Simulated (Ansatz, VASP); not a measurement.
**One calculation of CsRe, two programs**

```
Cs Re
1.0
     3.68935    0.00000    0.00000
    -1.84468    3.19507    0.00000
     0.00000    0.00000    5.63144
Cs Re
1 1
Direct
  0.00000 0.00000 0.50000
  0.00000 0.00000 0.00000
```

Alike in both runs: task single point; functional PBE; k mesh 6 × 6 × 4; occupations gaussian, width 0.1 eV; no spin polarisation.

```csv
,VASP,Ansatz
version,VASP 6.6.1,Ansatz 0.2.0
potentials or method,"VASP PAW PBE potentials, release 64 (Cs_sv, Re), cutoff 520 eV","scalar-relativistic, plane waves, PAW"
valence electrons in the cell,16,24
```

|  | VASP | Ansatz | Ansatz less VASP |
| --- | --- | --- | --- |
| gap on the k mesh at the Fermi level (eV) | none | none | - |
| pressure (GPa) | -6.9 | -7.6 | -0.69 |
| traceless stress, the component that is largest in VASP (GPa) | 11.82 | 11.05 | -0.776 |

A gap of «none» marks a metal or a gap that the smearing closes. VASP's potentials hold 16 valence electrons a cell and Ansatz's 24, so a difference there can come from the potentials and not from the codes.

Spin-orbit coupling is off throughout.
